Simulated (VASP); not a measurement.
Crystal: KBaI3.

```
K Ba I
1.0
     6.71919    0.00000    0.00000
     0.00000    6.71919    0.00000
     0.00000    0.00000    6.71919
K Ba I
1 1 3
Direct
  0.00000 0.00000 0.00000
  0.50000 0.50000 0.50000
  0.50000 0.50000 0.00000
  0.50000 0.00000 0.50000
  0.00000 0.50000 0.50000
```

Base run:

| Property | Result |
| --- | --- |
| Program | VASP 6.6.1 |
| Functional | PBE |
| Potentials or basis | VASP PAW PBE potentials, release 64 (K_sv, Ba_sv, I) |
| Cutoff | 520 eV |
| k mesh | 4 × 4 × 4 |
| Occupations | gaussian, width 0.01 eV |
| Spin | no spin polarisation |

Its results: band gap on the k mesh 3.09 eV (least direct gap 3.27 eV); pressure 0.2 GPa.

Question: The run is repeated on the same cell with these changes: functional from PBE to r2SCAN. What comes out?

Answer: Band gap on the k mesh 3.76 eV (least direct gap 3.94 eV); pressure 0.1 GPa.

Caveats: spin-orbit coupling is left out, which moves the levels of the heavy elements; the PAW data sets were made with another functional, which shifts forces and pressure a little (at least some runs).

A k mesh can miss the band edges.
